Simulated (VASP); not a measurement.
# Na (I4/mmm) in VASP: single point with PBE+D3(BJ)

Aim: the single point of Na with PBE+D3(BJ).

Everything below comes from runs of VASP 6.6.1. Logs are shortened: lines on timing, memory, paths and dates and some standing lists are left out, and cuts for length are marked.

**1. The cell of the first run**

Symmetry: I4/mmm, No. 139, tetragonal system. The conventional cell has a = 3.777 Å, b = 3.777 Å, c = 5.275 Å, α = 90.00°, β = 90.00°, γ = 90.00°. Within 4.9 Å of Na (site symmetry 4/mmm) lie 12 Na at 3.75 to 3.78 Å.

**2. Single point, PBE+D3(BJ), collinear spin, zero start**

INCAR reads:

```
SYSTEM = Na
ALGO     = Normal         ! electronic algorithm
EDIFF    = 1E-6           ! SCF threshold, eV
ENCUT    = 500            ! plane-wave cutoff, eV
GGA      = PE             ! functional
GGA_COMPAT= .FALSE.      
ISIF     = 2              ! what is computed and relaxed
ISMEAR   = -1             ! smearing method
ISPIN    = 2              ! spin polarisation
ISYM     = -1           
IVDW     = 12             ! dispersion correction
LASPH    = .TRUE.         ! aspherical terms in the spheres
LCHARG   = .FALSE.        ! write CHGCAR
LORBIT   = 11             ! projections on sites
LREAL    = .FALSE.        ! projectors in reciprocal space
LWAVE    = .FALSE.        ! write WAVECAR
MAGMOM   = 0              ! initial moments
NBANDS   = 14             ! bands
NELM     = 200            ! most SCF steps
PREC     = Accurate       ! precision mode
SIGMA    = 0.1            ! smearing width, eV
```

KPOINTS reads:

```
explicit points
10
Reciprocal
  0.50000000   0.12500000   0.00000000 2
  0.50000000   0.12500000   0.20000000 2
  0.50000000   0.12500000   0.40000000 2
  0.50000000   0.12500000   0.60000000 2
  0.50000000   0.12500000   0.80000000 2
  0.50000000   0.37500000   0.00000000 2
  0.50000000   0.37500000   0.20000000 2
  0.50000000   0.37500000   0.40000000 2
  0.50000000   0.37500000   0.60000000 2
  0.50000000   0.37500000   0.80000000 2
```

POSCAR reads:

```
Na
1.0
   -1.8882910800      1.8882910800      2.6372766800
    1.8882910800     -1.8882910800      2.6372766800
    1.8882910800      1.8882910800     -2.6372766800
Na
1
Direct
    0.0000000000      0.0000000000      0.0000000000
```

Potentials or basis: VASP PAW PBE potentials, release 64 (Na_pv).

Started as:

```
$ cat potpaw_PBE.64/Na_pv/POTCAR > POTCAR
$ mpirun -np 1 vasp_std > vasp.out
```

OUTCAR:

```text
SYSTEM = Na
   EDIFF = 1E-6
   ENCUT = 500
   GGA = PE
   ISIF = 2
   ISMEAR = -1
   ISPIN = 2
   ISYM = -1
   IVDW = 12
   LASPH = .TRUE.
   LORBIT = 11
   LREAL = .FALSE.
   NELM = 200
   PREC = Accurate
 IVDW          = 12

 ion  position               nearest neighbor table
   1  0.000  0.000  0.000-

IMPORTANT INFORMATION: All symmetrisations will be switched off!
NOSYMM: (Re-)initialisation of all symmetry stuff for point group C_1.

----------------------------------------------------------------------------------------

                                     Primitive cell

  volume of cell :      37.6144

  direct lattice vectors                    reciprocal lattice vectors
    -1.888291080  1.888291080  2.637276680     0.000000000  0.264789685  0.189589512
     1.888291080 -1.888291080  2.637276680     0.264789685  0.000000000  0.189589512
     1.888291080  1.888291080 -2.637276680     0.264789685  0.264789685  0.000000000

  length of vectors
     3.753200593  3.753200593  3.753200593     0.325665105  0.325665105  0.374469164

  position of ions in fractional coordinates (direct lattice)
     0.000000000  0.000000000  0.000000000

  ion indices of the primitive-cell ions
   primitive index   ion index
                 1           1

----------------------------------------------------------------------------------------

 KPOINTS: explicit points

Read explicit list of k-points.

 Found     10 k-points:

 Following reciprocal coordinates:
            Coordinates               Weight
  0.500000  0.125000  0.000000      0.100000
  0.500000  0.125000  0.200000      0.100000
  0.500000  0.125000  0.400000      0.100000
  0.500000  0.125000  0.600000      0.100000
  0.500000  0.125000  0.800000      0.100000
  0.500000  0.375000  0.000000      0.100000
  0.500000  0.375000  0.200000      0.100000
  0.500000  0.375000  0.400000      0.100000
  0.500000  0.375000  0.600000      0.100000
  0.500000  0.375000  0.800000      0.100000
   k-points           NKPTS =     10   k-points in BZ     NKDIM =     10   number of bands    NBANDS=     14
   number of dos      NEDOS =    301   number of ions     NIONS =      1
   total plane-waves  NPLWV =  21952
   dimension x,y,z NGX =    28 NGY =   28 NGZ =   28
   dimension x,y,z NGXF=    56 NGYF=   56 NGZF=   56
   ions per type =               1
   NGX,Y,Z   is equivalent  to a cutoff of  12.40, 12.40, 12.40 a.u.
   NGXF,Y,Z  is equivalent  to a cutoff of  24.80, 24.80, 24.80 a.u.
 SYSTEM =  Na
   PREC   = accura    normal or accurate (medium, high low for compatibility)
   ISTART =      0    job   : 0-new  1-cont  2-samecut
   ICHARG =      2    charge: 1-file 2-atom 10-const
   ISPIN  =      2    spin polarized calculation?
   LNONCOLLINEAR =      F non collinear calculations
   LSORBIT =      F    spin-orbit coupling
   LASPH  =      T    aspherical Exc in radial PAW
   ENCUT  =  500.0 eV  36.75 Ry    6.06 a.u.   6.84  6.84  6.84*2*pi/ulx,y,z
   NELM   =    200;   NELMIN=  2; NELMDL= -5     # of ELM steps
   EDIFF  = 0.1E-05   stopping-criterion for ELM
   LREAL  =      F    real-space projection
   EDIFFG = 0.1E-04   stopping-criterion for IOM
   NSW    =      0    number of steps for IOM
   IBRION =     -1    ionic relax: 0-MD 1-quasi-New 2-CG
   NFREE  =      0    steps in history (QN), initial steepest desc. (CG)
   ISIF   =      2    stress and relaxation
   ISYM   =     -1    0-nonsym 1-usesym 2-fastsym
   POTIM  = 0.5000    time-step for ionic-motion
   TEBEG  =    0.0;   TEEND  =   0.0 temperature during run
   PSTRESS=    0.0 pullay stress
   NELECT =       7.0000    total number of electrons
   NUPDOWN=      -1.0000    fix difference up-down
   EMIN   =  10.00;   EMAX   =-10.00  energy-range for DOS
   EFERMI =   0.00;   METHOD = LEGACY
   ISMEAR =    -1;   SIGMA  =   0.10  broadening in eV -4-tet -1-fermi 0-gaus
   EFERMI_NEDOS =   21; number of points for ismear=-14 and -15
   IALGO  =     38    algorithm
   IMIX   =      4    mixing-type and parameters
     AMIX     =   0.40;   BMIX     =  1.00
     AMIX_MAG =   1.60;   BMIX_MAG =  1.00
  volume/ion in A,a.u.               =      37.61       253.83
  Fermi-wavevector in a.u.,A,eV,Ry     =   0.934666  1.766262 11.886050  0.873600
  Thomas-Fermi vector in A             =   2.061494
   LORBIT       =     11    0 simple, 1 ext, 2 COOP (PROOUT), +10 PAW based schemes
   GGA     = PE    functional components
   LHFCALC =     F    Hartree Fock is set to
   AEXX    =    0.0000 exact exchange contribution
   IVDW    =    12    specifies the selected vdW correction
   LEPSILON=     F    determine dielectric tensor
   LRPA    =     F    only Hartree local field effects (RPA)
 spin polarized calculation
  energy-cutoff  :      500.00
  volume of cell :       37.61
 maximum number of plane-waves:       963
 NGX is ok and might be reduce to    28
   NGX = 13   NGY = 13   NGZ = 13

 number of electron       6.9999993 magnetization      -0.0000430

 number of electron       6.9999993 magnetization       0.0000262

 Free energy of the ion-electron system (eV)
  ---------------------------------------------------
  ext. energy  EPLUGINS =         0.00000000
  ---------------------------------------------------
  free energy    TOTEN  =        -0.04625316 eV

  energy without entropy =       -0.02613898  energy(sigma->0) =       -0.03619607

 E-fermi :   0.9645     XC(G=0):  -6.4708

 val. band max:        0.7652129650   @ k =   0.5000   0.1250   0.4000
 cond. band min:       1.2056400644   @ k =   0.5000   0.3750   0.0000
 fundamental gap:      0.4404270994
 Fermi energy:         0.9645265611

 spin component 1

 k-point     1 :       0.5000    0.1250    0.0000
  band No.  band energies     occupation
      1     -24.6702      1.00000
      2     -24.6662      1.00000
      3     -24.6396      1.00000
      4       0.5803      0.97900
      5       1.9600      0.00005
      6       8.0655      0.00000
      7       9.2823      0.00000
      8      10.2064      0.00000
      9      12.9194      0.00000
     10      13.7497      0.00000
     11      14.9421      0.00000
     12      17.0719      0.00000
     13      19.4050      0.00000
     14      21.8921      0.00000

 k-point     2 :       0.5000    0.1250    0.2000
  band No.  band energies     occupation
      1     -24.6665      1.00000
      2     -24.6624      1.00000
      3     -24.6468      1.00000
      4      -0.1250      0.99998
      5       4.5291      0.00000
      6       5.4889      0.00000
      7       7.6960      0.00000
      8      12.1288      0.00000
      9      12.8570      0.00000
     10      13.5563      0.00000
     11      16.9596      0.00000
     12      17.8435      0.00000
     13      19.0934      0.00000
     14      20.1478      0.00000
[... 104 lines left out ...]
  band No.  band energies     occupation
      1     -24.6811      1.00000
      2     -24.6623      1.00000
      3     -24.6430      1.00000
      4       1.2527      0.05307
      5       3.8512      0.00000
      6       5.3871      0.00000
      7       7.1725      0.00000
      8       8.0748      0.00000
      9      10.2561      0.00000
     10      18.2414      0.00000
     11      19.6070      0.00000
     12      20.3086      0.00000
     13      21.9093      0.00000
     14      23.2576      0.00000

 k-point    10 :       0.5000    0.3750    0.8000
  band No.  band energies     occupation
      1     -24.6785      1.00000
      2     -24.6641      1.00000
      3     -24.6431      1.00000
      4       2.2014      0.00000
      5       2.6782      0.00000
      6       4.6982      0.00000
      7       5.7600      0.00000
      8      12.1019      0.00000
      9      12.9140      0.00000
     10      14.7102      0.00000
     11      15.7824      0.00000
     12      19.7027      0.00000
     13      20.1803      0.00000
     14      22.9987      0.00000
 Fermi energy:         0.9645265611

 spin component 2

 k-point     1 :       0.5000    0.1250    0.0000
  band No.  band energies     occupation
      1     -24.6702      1.00000
      2     -24.6662      1.00000
      3     -24.6395      1.00000
      4       0.5803      0.97901
      5       1.9600      0.00005
      6       8.0655      0.00000
      7       9.2823      0.00000
      8      10.2064      0.00000
      9      12.9194      0.00000
     10      13.7497      0.00000
     11      14.9421      0.00000
     12      17.0719      0.00000
     13      19.4050      0.00000
     14      21.8921      0.00000

 k-point     2 :       0.5000    0.1250    0.2000
  band No.  band energies     occupation
      1     -24.6665      1.00000
      2     -24.6624      1.00000
      3     -24.6466      1.00000
      4      -0.1250      0.99998
      5       4.5291      0.00000
      6       5.4889      0.00000
      7       7.6960      0.00000
      8      12.1288      0.00000
      9      12.8570      0.00000
     10      13.5563      0.00000
     11      16.9596      0.00000
     12      17.8435      0.00000
     13      19.0934      0.00000
     14      20.1478      0.00000
[... 105 lines left out ...]
      1     -24.6810      1.00000
      2     -24.6624      1.00000
      3     -24.6428      1.00000
      4       1.2527      0.05308
      5       3.8512      0.00000
      6       5.3871      0.00000
      7       7.1725      0.00000
      8       8.0748      0.00000
      9      10.2561      0.00000
     10      18.2414      0.00000
     11      19.6070      0.00000
     12      20.3086      0.00000
     13      21.9093      0.00000
     14      23.2575      0.00000

 k-point    10 :       0.5000    0.3750    0.8000
  band No.  band energies     occupation
      1     -24.6785      1.00000
      2     -24.6642      1.00000
      3     -24.6430      1.00000
      4       2.2014      0.00000
      5       2.6781      0.00000
      6       4.6982      0.00000
      7       5.7600      0.00000
      8      12.1019      0.00000
      9      12.9140      0.00000
     10      14.7102      0.00000
     11      15.7824      0.00000
     12      19.7027      0.00000
     13      20.1803      0.00000
     14      22.9987      0.00000

------------------------ aborting loop because EDIFF is reached ----------------------------------------

 Edisp (eV)   -0.15158

 E8    (eV) :    -0.0740

  FORCE on cell =-STRESS in cart. coord.  units (eV):
  Direction    XX          YY          ZZ          XY          YZ          ZX
  --------------------------------------------------------------------------------------
  -------------------------------------------------------------------------------------
  Total       0.28730     0.34816     1.01272    -1.04393     1.63327    -1.56473
  in kB      12.23762    14.82974    43.13676   -44.46592    69.56894   -66.64938
  external pressure =       23.40 kB  Pullay stress =        0.00 kB

 VOLUME and BASIS-vectors are now :
 -----------------------------------------------------------------------------
  energy-cutoff  :      500.00
  volume of cell :       37.61
      direct lattice vectors                 reciprocal lattice vectors
    -1.888291080  1.888291080  2.637276680     0.000000000  0.264789685  0.189589512
     1.888291080 -1.888291080  2.637276680     0.264789685  0.000000000  0.189589512
     1.888291080  1.888291080 -2.637276680     0.264789685  0.264789685  0.000000000

 POSITION                                       TOTAL-FORCE (eV/Angst)
 -----------------------------------------------------------------------------------
      0.00000      0.00000      0.00000         0.000000      0.000008     -0.000018
 -----------------------------------------------------------------------------------
    total drift:                                0.000000      0.000008     -0.000018

  FREE ENERGIE OF THE ION-ELECTRON SYSTEM (eV)
  ---------------------------------------------------
  free  energy   TOTEN  =        -0.1978332800 eV

  energy  without entropy=       -0.1777190989  energy(sigma->0) =       -0.18777619

 total charge

# of ion       s       p       d       tot
------------------------------------------
    1        0.069   5.981   0.000   6.051

 magnetization (x)

# of ion       s       p       d       tot
------------------------------------------
    1        0.000  -0.000   0.000  -0.000
```

It took 10 s on 1 thread of AMD EPYC 7R43 (Zen 3), shared host; peak memory 0.13 GiB.

What came out:

* Free energy: -0.1978 eV
* Pressure: 2.3 GPa
* Net moment: 0.00 μB per cell
* Valence electrons inside the program's atomic spheres: Na 6.05
* Dispersion energy per atom: -0.152 eV

Stress tensor (GPa, compression positive):
```
 1.22 -4.45 -6.66
-4.45  1.48  6.96
-6.66  6.96  4.31
```

Levels at points of the mesh, in eV from the Fermi level:
Spin up:
```tsv
k point	band 1	band 2	band 3	band 4	band 5	band 6	band 7
(0.50, 0.12, 0.00)	-25.63	-25.63	-25.60	-0.38	1.00	7.10	8.32
```
Spin down:
| k point | band 1 | band 2 | band 3 | band 4 | band 5 | band 6 | band 7 |
| --- | --- | --- | --- | --- | --- | --- | --- |
| (0.50, 0.12, 0.00) | -25.63 | -25.63 | -25.60 | -0.38 | 1.00 | 7.10 | 8.32 |
